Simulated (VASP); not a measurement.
A run of VASP 6.6.1 is set up as follows.

File INCAR:

```
SYSTEM = SbAuBr4
PREC = Accurate
ENCUT = 520
EDIFF = 1E-6
ISMEAR = -1
SIGMA = 0.03
LREAL = .FALSE.
LASPH = .TRUE.
NELM = 100
ALGO = Normal
ISIF = 2
LWAVE = .FALSE.
LCHARG = .TRUE.
GGA = PS
LELF = .TRUE.
LVHAR = .TRUE.
NBANDS = 31
```

The input KPOINTS:

```
regular mesh
0
G
  6 6 4
  0 0 0
```

File POSCAR:

```
SbAuBr4
1.0
    7.4665612917     -2.0042138222     -0.4644257200
    7.4665612917      2.0042138222     -0.4644257200
   -3.8250480400      0.0000000000      6.6042579582
Sb Au Br
1 1 4
Direct
    0.5000000000      0.5000000000      0.5000000000
    0.0000000000      0.0000000000      0.0000000000
    0.6007008457      0.6007008457      0.2799890979
    0.1439787538      0.1439787538      0.7694935614
    0.3992991543      0.3992991543      0.7200109021
    0.8560212462      0.8560212462      0.2305064386
```

Potentials or basis: VASP PAW PBE potentials, release 64 (Sb, Au, Br).

The run is started by

```console
$ cat potpaw_PBE.64/Sb/POTCAR potpaw_PBE.64/Au/POTCAR potpaw_PBE.64/Br/POTCAR > POTCAR
$ mpirun -np 1 vasp_std > vasp.out
```

Q: What does it give for the band gap on the k mesh?

A: 0.51 eV (least direct gap 0.56 eV).

Q: What does it give for the pressure?

A: 0.0 GPa.

Forces on the atoms (eV/Å):
```
Sb   0.000  0.000  0.000
Au   0.000  0.000  0.000
Br   0.001  0.000 -0.003
Br  -0.001  0.000 -0.003
Br  -0.001  0.000  0.003
Br   0.001  0.000  0.003
```

Caveat: the PAW data sets were made with another functional, which shifts forces and pressure a little; spin-orbit coupling is left out, which moves the levels of the heavy elements. A k mesh can miss the band edges.
